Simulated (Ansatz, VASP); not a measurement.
# C: VASP beside Ansatz

INCAR

```
SYSTEM = C
  ALGO = Normal
  EDIFF = 1E-6
  ENCUT = 520
  GGA = PE
  ISIF = 2
  ISMEAR = 0
  IVDW = 12
  LASPH = .True.
  LCHARG = .False.
  LREAL = .False.
  LWAVE = .False.
  NBANDS = 31
  NELM = 60
  PREC = Accurate
  SIGMA = 0.05
```

The input KPOINTS:

```
k-points
0
Gamma
  7 11 3
  0 0 0
```

POSCAR

```
C
1.0
    0.0000000000      1.4231463890     -3.3609366400
   -2.4649618524      0.0000000000      0.0000000000
    0.0000000000     10.3303639550      1.8364369394
C
10
Direct
    0.1552318950      1.4000000000      0.8327479979
    0.7352008149      0.4000000000      0.0640323308
    0.8402085849      0.9000000000      0.2562112476
   -0.0547836451      0.4000000000      0.4483901644
    0.0502241250      0.9000000000      0.6405690811
    0.7698069551      0.9000000000      0.1281465860
   -0.1251852748      0.4000000000      0.3203255027
   -0.0201775048      0.9000000000      0.5125044195
    0.0848302652      0.4000000000      0.7046833363
    0.1898380352      0.9000000000      0.8968622531
```

Input for Ansatz:

```yaml
crystal:
  lattice:
    - [0.0, 1.423146389, -3.36093664]
    - [-2.4649618524, 0.0, 0.0]
    - [0.0, 10.330363955, 1.8364369394]
  atoms:
    - { symbol: C, position: [0.155231895, 1.4, 0.8327479979] }
    - { symbol: C, position: [0.7352008149, 0.4, 0.0640323308] }
    - { symbol: C, position: [0.8402085849, 0.9, 0.2562112476] }
    - { symbol: C, position: [-0.0547836451, 0.4, 0.4483901644] }
    - { symbol: C, position: [0.050224125, 0.9, 0.6405690811] }
    - { symbol: C, position: [0.7698069551, 0.9, 0.128146586] }
    - { symbol: C, position: [-0.1251852748, 0.4, 0.3203255027] }
    - { symbol: C, position: [-0.0201775048, 0.9, 0.5125044195] }
    - { symbol: C, position: [0.0848302652, 0.4, 0.7046833363] }
    - { symbol: C, position: [0.1898380352, 0.9, 0.8968622531] }
basis:
  ecutwfc: 520.0
kpoints:
  mp_grid: { grid: [7, 11, 3] }
hamiltonian:
  xc: pbe
  pseudopotentials: { kind: paw, azcp: { folder: soft_1 } }
  dispersion: d3bj
scf:
  occupations: { method: gaussian, width: 0.05 }
output:
  forces: true
  stress: true
  eigenvalues: true
  write_density: true
  write_potential: true
  elf: true
  volumetric_format: npy
```

Alike in both runs: task single point; functional PBE; dispersion D3(BJ); k mesh 7 × 11 × 3; occupations gaussian, width 0.05 eV; no spin polarisation.

|  | VASP | Ansatz |
| --- | --- | --- |
| version | VASP 6.6.1 | Ansatz 0.2.0 |
| potentials or method | VASP PAW PBE potentials, release 64 (C), cutoff 520 eV | scalar-relativistic, plane waves, PAW |
| valence electrons in the cell | 40 | 40 |

```csv
,VASP,Ansatz,Ansatz less VASP
gap on the k mesh at the Fermi level (eV),none,none,-
pressure (GPa),-0.4,-0.8,-0.42
"traceless stress, the component that is largest in VASP (GPa)",3.20,3.20,0.000
rms of the force components (eV/Å),0.499,0.506,+0.0068
```

Atom by atom the forces differ by 0.012 eV/Å (rms over components). A gap of «none» marks a metal or a gap that the smearing closes.
